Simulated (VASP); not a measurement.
Crystal: CdHg2S3.

```xyz
12
Lattice="4.1215 0.0000 0.0000 -2.0607 3.5693 0.0000 0.0000 0.0000 20.2430" Properties=species:S:1:pos:R:3 pbc="T T T"
Cd    2.0607    1.1898   16.8700
Cd    0.0000    2.3795    6.7485
Hg    2.0607    1.1898    3.3747
Hg    2.0607    1.1898   10.1223
Hg    0.0000    2.3795    0.0008
Hg    0.0000    2.3795   13.4962
S     2.0607    1.1898    5.9034
S     2.0607    1.1898   12.6511
S     2.0607    1.1898   19.3987
S     0.0000    2.3795    2.5295
S     0.0000    2.3795    9.2772
S     0.0000    2.3795   16.0249
```

| Quantity | Value |
| --- | --- |
| Program | VASP 6.6.1 |
| Task | relaxation of cell and atoms |
| Functional | PBE |
| Potentials or basis | VASP PAW PBE potentials, release 64 (Cd, Hg, S) |
| Cutoff | 600 eV |
| k mesh | 6 × 6 × 1 |
| Occupations | gaussian, width 0.1 eV |
| Spin | no spin polarisation |

At the start: pressure 4.6 GPa; volume 24.82 Å³/atom.

Problem. Where does the relaxation end?

Solution. Over 7 steps the energy falls by 26.8 meV/atom and the volume is 26.73 Å³/atom (+7.7 %); space group P6_3mc (No. 186, to 0.05 Å).

Step by step:
| step | energy change (eV) | largest force (eV/Å) | pressure (GPa) | volume (Å³) |
| --- | --- | --- | --- | --- |
| 1 | 0.0000 | 0.1965 | 4.62 | 297.79 |
| 2 | -0.2830 | 0.0999 | -1.26 | 329.70 |
| 3 | -0.3166 | 0.1194 | 0.00 | 321.19 |
| 4 | -0.3165 | 0.1182 | -0.08 | 321.67 |
| 5 | -0.3185 | 0.0828 | -0.07 | 321.63 |
| 6 | -0.3210 | 0.0473 | -0.06 | 321.52 |
| 7 | -0.3217 | 0.0258 | 0.05 | 320.81 |

Final structure:
```
CELL_PARAMETERS angstrom
4.22961 0.00000 0.00000
-2.11481 3.66295 0.00000
0.00000 0.00000 20.70674
ATOMIC_POSITIONS crystal
Cd 0.66667 0.33333 0.83270
Cd 0.33333 0.66667 0.33270
Hg 0.66667 0.33333 0.16715
Hg 0.66667 0.33333 0.49957
Hg 0.33333 0.66667 0.99957
Hg 0.33333 0.66667 0.66715
S 0.66667 0.33333 0.29307
S 0.66667 0.33333 0.62504
S 0.66667 0.33333 0.95746
S 0.33333 0.66667 0.12504
S 0.33333 0.66667 0.45746
S 0.33333 0.66667 0.79307
```
